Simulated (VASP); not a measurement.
# GaP (F-43m) in VASP: a series of runs

The runs below take GaP through single point, relaxation of cell and atoms, with PBEsol.

Program: VASP 6.6.1. These are calculated values, not measurements. Logs are shortened: lines on timing, memory, paths and dates and some standing lists are left out, and cuts for length are marked.

## (1) The cell of the first run

The structure is cubic, space group F-43m (No. 216). The conventional cell has a = 5.362 Å, b = 5.362 Å, c = 5.362 Å, α = 90.00°, β = 90.00°, γ = 90.00°. Ga (site symmetry -43m) has 4 P at 2.32 Å within 3.1 Å. P (site symmetry -43m) has 4 Ga at 2.32 Å within 3.1 Å.

## (2) Single point, PBEsol

INCAR

```
PREC = Accurate
ENCUT = 520
EDIFF = 1E-6
ISMEAR = 0
SIGMA = 0.01
LREAL = False
LASPH = True
NELM = 100
ALGO = Normal
ISIF = 2
LWAVE = False
LCHARG = False
GGA = PS
NBANDS = 16
```

KPOINTS

```
regular mesh
0
Gamma
  8 8 8
```

POSCAR

```
GaP
1.0
    0.0000000000      2.6807880436      2.6807880436
    2.6807880436      0.0000000000      2.6807880436
    2.6807880436      2.6807880436      0.0000000000
Ga P
1 1
Direct
    0.0000000000      0.0000000000      0.0000000000
    0.7500000000      0.7500000000      0.7500000000
```

Potentials or basis: VASP PAW PBE potentials, release 64 (Ga_d, P).

Launch:

```console
$ cat potpaw_PBE.64/Ga_d/POTCAR potpaw_PBE.64/P/POTCAR > POTCAR
$ mpirun -np 1 vasp_std > vasp.out
```

OUTCAR:

```text
PREC = Accurate
   ENCUT = 520
   EDIFF = 1E-6
   ISMEAR = 0
   LREAL = False
   LASPH = True
   NELM = 100
   ISIF = 2
   GGA = PS

 ion  position               nearest neighbor table
   1  0.000  0.000  0.000-   2 2.32   2 2.32   2 2.32   2 2.32
   2  0.750  0.750  0.750-   1 2.32   1 2.32   1 2.32   1 2.32

  LATTYP: Found a face centered cubic cell.
 ALAT       =     5.3615760872

  Lattice vectors:

 A1 = (   0.0000000000,   2.6807880436,   2.6807880436)
 A2 = (   2.6807880436,   0.0000000000,   2.6807880436)
 A3 = (   2.6807880436,   2.6807880436,   0.0000000000)

Analysis of symmetry for initial positions (statically):
=====================================================================
 Subroutine PRICEL returns:
 Original cell was already a primitive cell.

 Routine SETGRP: Setting up the symmetry group for a
 face centered cubic supercell.

 Subroutine GETGRP returns: Found 24 space group operations
 (whereof 24 operations were pure point group operations)
 out of a pool of 48 trial point group operations.

The static configuration has the point symmetry T_d .

Analysis of symmetry for dynamics (positions and initial velocities):
=====================================================================
 Subroutine PRICEL returns:
 Original cell was already a primitive cell.

 Routine SETGRP: Setting up the symmetry group for a
 face centered cubic supercell.

 Subroutine GETGRP returns: Found 24 space group operations
 (whereof 24 operations were pure point group operations)
 out of a pool of 48 trial point group operations.

The dynamic configuration has the point symmetry T_d .

 Subroutine INISYM returns: Found 24 space group operations
 (whereof 24 operations are pure point group operations),
 and found     1 'primitive' translations

----------------------------------------------------------------------------------------

                                     Primitive cell

  volume of cell :      38.5316

  direct lattice vectors                    reciprocal lattice vectors
     0.000000000  2.680788044  2.680788044    -0.186512321  0.186512321  0.186512321
     2.680788044  0.000000000  2.680788044     0.186512321 -0.186512321  0.186512321
     2.680788044  2.680788044  0.000000000     0.186512321  0.186512321 -0.186512321

  length of vectors
     3.791206809  3.791206809  3.791206809     0.323048816  0.323048816  0.323048816

  position of ions in fractional coordinates (direct lattice)
     0.000000000  0.000000000  0.000000000
     0.750000000  0.750000000  0.750000000

  ion indices of the primitive-cell ions
   primitive index   ion index
                 1           1
                 2           2

----------------------------------------------------------------------------------------

 KPOINTS: regular mesh

Automatic generation of k-mesh.
 Grid dimensions read from file:
 generate k-points for:    8    8    8

 Generating k-lattice:

  Cartesian coordinates                     Fractional coordinates (reciprocal lattice)
    -0.023314040  0.023314040  0.023314040     0.125000000  0.000000000  0.000000000
     0.023314040 -0.023314040  0.023314040     0.000000000  0.125000000  0.000000000
     0.023314040  0.023314040 -0.023314040     0.000000000  0.000000000  0.125000000

  Length of vectors
     0.040381102  0.040381102  0.040381102

  Shift w.r.t. Gamma in fractional coordinates (k-lattice)
     0.000000000  0.000000000  0.000000000

 Subroutine IBZKPT returns following result:
 ===========================================

 Found     29 irreducible k-points:

 Following reciprocal coordinates:
            Coordinates               Weight
  0.000000  0.000000  0.000000      1.000000
  0.125000  0.000000  0.000000      8.000000
  0.250000  0.000000  0.000000      8.000000
  0.375000  0.000000  0.000000      8.000000
  0.500000  0.000000  0.000000      4.000000
  0.125000  0.125000  0.000000      6.000000
[... 16 lines left out ...]
  0.500000  0.250000  0.125000     48.000000
 -0.375000  0.250000  0.125000     24.000000
 [... further k-points ...]
   k-points           NKPTS =     29   k-points in BZ     NKDIM =     29   number of bands    NBANDS=     16
   number of dos      NEDOS =    301   number of ions     NIONS =      2
   total plane-waves  NPLWV =  21952
   dimension x,y,z NGX =    28 NGY =   28 NGZ =   28
   dimension x,y,z NGXF=    56 NGYF=   56 NGZF=   56
   ions per type =               1   1
   NGX,Y,Z   is equivalent  to a cutoff of  12.28, 12.28, 12.28 a.u.
   NGXF,Y,Z  is equivalent  to a cutoff of  24.56, 24.56, 24.56 a.u.
 SYSTEM =  unknown system
   PREC   = accura    normal or accurate (medium, high low for compatibility)
   ISTART =      0    job   : 0-new  1-cont  2-samecut
   ICHARG =      2    charge: 1-file 2-atom 10-const
   ISPIN  =      1    spin polarized calculation?
   LNONCOLLINEAR =      F non collinear calculations
   LSORBIT =      F    spin-orbit coupling
   LASPH  =      T    aspherical Exc in radial PAW
   ENCUT  =  520.0 eV  38.22 Ry    6.18 a.u.   7.05  7.05  7.05*2*pi/ulx,y,z
   NELM   =    100;   NELMIN=  2; NELMDL= -5     # of ELM steps
   EDIFF  = 0.1E-05   stopping-criterion for ELM
   LREAL  =      F    real-space projection
   EDIFFG = 0.1E-04   stopping-criterion for IOM
   NSW    =      0    number of steps for IOM
   IBRION =     -1    ionic relax: 0-MD 1-quasi-New 2-CG
   NFREE  =      0    steps in history (QN), initial steepest desc. (CG)
   ISIF   =      2    stress and relaxation
   ISYM   =      2    0-nonsym 1-usesym 2-fastsym
   POTIM  = 0.5000    time-step for ionic-motion
   TEBEG  =    0.0;   TEEND  =   0.0 temperature during run
   PSTRESS=    0.0 pullay stress
   NELECT =      18.0000    total number of electrons
   NUPDOWN=      -1.0000    fix difference up-down
   EMIN   =  10.00;   EMAX   =-10.00  energy-range for DOS
   EFERMI =   0.00;   METHOD = LEGACY
   ISMEAR =     0;   SIGMA  =   0.01  broadening in eV -4-tet -1-fermi 0-gaus
   EFERMI_NEDOS =   21; number of points for ismear=-14 and -15
   IALGO  =     38    algorithm
   IMIX   =      4    mixing-type and parameters
     AMIX     =   0.40;   BMIX     =  1.00
     AMIX_MAG =   1.60;   BMIX_MAG =  1.00
  volume/ion in A,a.u.               =      19.27       130.01
  Fermi-wavevector in a.u.,A,eV,Ry     =   1.270262  2.400446 21.953880  1.613565
  Thomas-Fermi vector in A             =   2.403259
   LORBIT       =      0    0 simple, 1 ext, 2 COOP (PROOUT), +10 PAW based schemes
   GGA     = PS    functional components
   LHFCALC =     F    Hartree Fock is set to
   AEXX    =    0.0000 exact exchange contribution
   IVDW    =     0    specifies the selected vdW correction
   LEPSILON=     F    determine dielectric tensor
   LRPA    =     F    only Hartree local field effects (RPA)
 non-spin polarized calculation
 Gauss-broadening in eV      SIGMA  =   0.01
  energy-cutoff  :      520.00
  volume of cell :       38.53
 maximum number of plane-waves:      1056
   NGX = 15   NGY = 15   NGZ = 15

 number of electron      17.9999987 magnetization

 Free energy of the ion-electron system (eV)
  ---------------------------------------------------
  ext. energy  EPLUGINS =         0.00000000
  ---------------------------------------------------
  free energy    TOTEN  =        -9.90149610 eV

  energy without entropy =       -9.90149610  energy(sigma->0) =       -9.90149610

 E-fermi :   5.1314     XC(G=0): -10.2464

 val. band max:        5.0867723618   @ k =   0.0000   0.0000   0.0000
 cond. band min:       6.4966622448   @ k =   0.5000   0.5000   0.0000
 fundamental gap:      1.4098898830
 Fermi energy:         5.1314262948

 k-point     1 :       0.0000    0.0000    0.0000
  band No.  band energies     occupation
      1      -9.5498      2.00000
      2      -9.5498      2.00000
      3      -9.5498      2.00000
      4      -9.4329      2.00000
      5      -9.4329      2.00000
      6      -7.8221      2.00000
[... 8 lines left out ...]
     15      14.9278      0.00000
     16      14.9278      0.00000

 k-point     2 :       0.1250    0.0000    0.0000
  band No.  band energies     occupation
      1      -9.5677      2.00000
      2      -9.5442      2.00000
      3      -9.5442      2.00000
      4      -9.4330      2.00000
      5      -9.4330      2.00000
      6      -7.6042      2.00000
[... 8 lines left out ...]
     15      14.2410      0.00000
     16      14.8113      0.00000

 k-point     3 :       0.2500    0.0000    0.0000
  band No.  band energies     occupation
      1      -9.6054      2.00000
      2      -9.5323      2.00000
      3      -9.5323      2.00000
      4      -9.4315      2.00000
      5      -9.4315      2.00000
      6      -6.9869      2.00000
[... 8 lines left out ...]
     15      14.0500      0.00000
     16      14.9371      0.00000

 k-point     4 :       0.3750    0.0000    0.0000
  band No.  band energies     occupation
      1      -9.6381      2.00000
      2      -9.5234      2.00000
      3      -9.5234      2.00000
      4      -9.4270      2.00000
      5      -9.4270      2.00000
      6      -6.1151      2.00000
[... 8 lines left out ...]
     15      15.3287      0.00000
     16      15.3287      0.00000

 k-point     5 :       0.5000    0.0000    0.0000
  band No.  band energies     occupation
      1      -9.6506      2.00000
      2      -9.5206      2.00000
      3      -9.5206      2.00000
      4      -9.4241      2.00000
      5      -9.4241      2.00000
      6      -5.5630      2.00000
[... 8 lines left out ...]
     15      16.9148      0.00000
     16      16.9148      0.00000

 k-point     6 :       0.1250    0.1250    0.0000
  band No.  band energies     occupation
      1      -9.5782      2.00000
      2      -9.5389      2.00000
      3      -9.5389      2.00000
      4      -9.4381      2.00000
      5      -9.4291      2.00000
      6      -7.5323      2.00000
[... 8 lines left out ...]
     15      15.1788      0.00000
     16      15.2093      0.00000
[... 267 lines left out ...]
 k-point    21 :       0.5000    0.5000    0.0000
  band No.  band energies     occupation
      1      -9.6890      2.00000
      2      -9.4780      2.00000
      3      -9.4721      2.00000
      4      -9.4721      2.00000
      5      -9.4070      2.00000
      6      -4.5846      2.00000
[... 8 lines left out ...]
     15      17.6117      0.00000
     16      18.2575      0.00000

 k-point    22 :       0.3750    0.2500    0.1250
  band No.  band energies     occupation
      1      -9.6318      2.00000
      2      -9.5183      2.00000
      3      -9.5135      2.00000
      4      -9.4466      2.00000
      5      -9.4222      2.00000
      6      -6.4635      2.00000
[... 8 lines left out ...]
     15      16.3661      0.00000
     16      17.6775      0.00000

 k-point    23 :       0.5000    0.2500    0.1250
  band No.  band energies     occupation
      1      -9.6497      2.00000
      2      -9.5141      2.00000
      3      -9.5027      2.00000
      4      -9.4441      2.00000
      5      -9.4224      2.00000
      6      -5.6392      2.00000
[... 8 lines left out ...]
     15      16.7991      0.00000
     16      18.0493      0.00000

 k-point    24 :      -0.3750    0.2500    0.1250
  band No.  band energies     occupation
      1      -9.6563      2.00000
      2      -9.5136      2.00000
      3      -9.4989      2.00000
      4      -9.4397      2.00000
      5      -9.4244      2.00000
      6      -5.1241      2.00000
[... 8 lines left out ...]
     15      17.1556      0.00000
     16      17.8174      0.00000

 [... further k-points ...]
[... 5 lines left out ...]
  --------------------------------------------------------------------------------------
  -------------------------------------------------------------------------------------
  Total        0.9334544      0.9334544      0.9334544      0.0000000      0.0000000      0.0000000
  in kB       38.8138105     38.8138105     38.8138105      0.0000000      0.0000000      0.0000000
  external PRESSURE =      38.8138105 kB  Pullay stress =       0.0000000 kB

 VOLUME and BASIS-vectors are now :
 -----------------------------------------------------------------------------
  energy-cutoff  :      520.00
  volume of cell :       38.53
      direct lattice vectors                 reciprocal lattice vectors
     0.000000000  2.680788044  2.680788044    -0.186512321  0.186512321  0.186512321
     2.680788044  0.000000000  2.680788044     0.186512321 -0.186512321  0.186512321
     2.680788044  2.680788044  0.000000000     0.186512321  0.186512321 -0.186512321

 POSITION                                       TOTAL-FORCE (eV/Angst)
 -----------------------------------------------------------------------------------
      0.00000      0.00000      0.00000        -0.000000     -0.000000     -0.000000
      4.02118      4.02118      4.02118         0.000000      0.000000      0.000000
 -----------------------------------------------------------------------------------
    total drift:                               -0.000000     -0.000000     -0.000000

  FREE ENERGIE OF THE ION-ELECTRON SYSTEM (eV)
  ---------------------------------------------------
  free  energy   TOTEN  =        -9.9014961034 eV

  energy  without entropy=       -9.9014961034  energy(sigma->0) =       -9.90149610
```

Run time: 21 s. Hardware: 1 thread of Intel Xeon 8259CL, shared host; peak memory 0.16 GiB.

What came out:

```yaml
Free_energy: -9.9015 eV
Pressure: 3.9 GPa
Band_gap_on_the_k_mesh: 1.41 eV, indirect (least direct gap 2.16 eV)
```

Levels at points of the mesh, in eV from the valence-band top:
```csv
k point,band 6,band 7,band 8,band 9,band 10,band 11,band 12,band 13
"(0.00, 0.00, 0.00)",-12.91,0.00,0.00,0.00,2.16,3.81,3.81,3.81
"(0.50, 0.00, 0.00)",-10.65,-6.99,-1.20,-1.20,1.74,4.63,4.63,8.17
"(0.50, 0.50, 0.00)",-9.67,-7.05,-2.89,-2.89,1.41,1.66,10.92,10.92
```

Caveat: the PAW data sets were made with another functional, which shifts forces and pressure a little.

(Continued in part 2 of 2.)
